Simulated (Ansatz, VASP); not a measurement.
## Two plane-wave programs on GePt

```
Ge Pt
1.0
     5.71900    0.00000    0.00000
     0.00000    3.69700    0.00000
     0.00000    0.00000    6.08400
Ge Pt
4 4
Direct
  0.18500 0.25000 0.59000
  0.31500 0.75000 0.09000
  0.68500 0.25000 0.91000
  0.81500 0.75000 0.41000
  0.99950 0.25000 0.19080
  0.50050 0.75000 0.69080
  0.49950 0.25000 0.30920
  0.00050 0.75000 0.80920
```

Alike in both runs: task single point; functional PBEsol; k mesh 4 × 6 × 4; occupations gaussian, width 0.1 eV; no spin polarisation.

|  | VASP | Ansatz |
| --- | --- | --- |
| version | VASP 6.6.1 | Ansatz 0.2.0 |
| potentials or method | VASP PAW PBE potentials, release 64 (Ge_d, Pt), cutoff 520 eV | scalar-relativistic, plane waves, PAW |
| valence electrons in the cell | 96 | 128 |

```tsv
	VASP	Ansatz	Ansatz less VASP
gap on the k mesh at the Fermi level (eV)	none	none	-
pressure (GPa)	1.2	1.2	0.00
traceless stress, the component that is largest in VASP (GPa)	-0.41	-0.39	+0.017
rms of the force components (eV/Å)	0.044	0.045	+0.0005
```

VASP's potentials were made for PBE, not for PBEsol. Atom by atom the forces differ by 0.001 eV/Å (rms over components). A gap of «none» marks a metal or a gap that the smearing closes. VASP's potentials hold 96 valence electrons a cell and Ansatz's 128, so a difference there can come from the potentials and not from the codes.

Spin-orbit coupling is off throughout.
